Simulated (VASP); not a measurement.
Input of a VASP 6.6.1 run:

Contents of POSCAR:

```
I
1.0
    3.8791117324     -2.3131324271      0.0000000000
    3.8791117324      2.3131324271      0.0000000000
    0.0000000000      0.0000000000      9.8639024916
I
4
Direct
    0.8445129066      0.1554870934      0.8799066961
    0.3445129066      0.6554870934      0.6200933039
    0.1554870934      0.8445129066      0.1200933039
    0.6554870934      0.3445129066      0.3799066961
```

File INCAR.step1:

```
  ALGO = Normal
  EDIFF = 1E-4
  ENCUT = 520
  GGA = PE
  ISMEAR = 0
  LASPH = T
  LCHARG = F
  LREAL = F
  LWAVE = T
  NBANDS = 22
  NELM = 100
  PREC = Accurate
  SIGMA = 0.02
```

The input INCAR.step2:

```
  ALGO = Normal
  EDIFF = 1E-6
  ENCUT = 520
  ISIF = 2
  ISMEAR = 0
  ISTART = 1
  LASPH = T
  LCHARG = F
  LMIXTAU = T
  LREAL = F
  LWAVE = F
  METAGGA = R2SCAN
  NBANDS = 22
  NELM = 100
  PREC = Accurate
  SIGMA = 0.02
```

KPOINTS

```
k-points
0
Gamma
  8 8 4
```

Potentials or basis: VASP PAW PBE potentials, release 64 (I).

Launch:

```console
$ cat potpaw_PBE.64/I/POTCAR > POTCAR
$ cp INCAR.step1 INCAR
$ mpirun -np 1 vasp_std > vasp.out
$ cp INCAR.step2 INCAR
$ mpirun -np 1 vasp_std > vasp.out
```

(1) Estimate the largest force.

(2) Estimate the band gap on the k mesh.

(3) Estimate the pressure.

Answers

(1) 0.007 eV/Å.

(2) 1.22 eV (least direct gap 1.30 eV).

(3) -0.1 GPa.

Caveat: the PAW data sets were made with another functional, which shifts forces and pressure a little; spin-orbit coupling is left out, which moves the levels of the heavy elements.
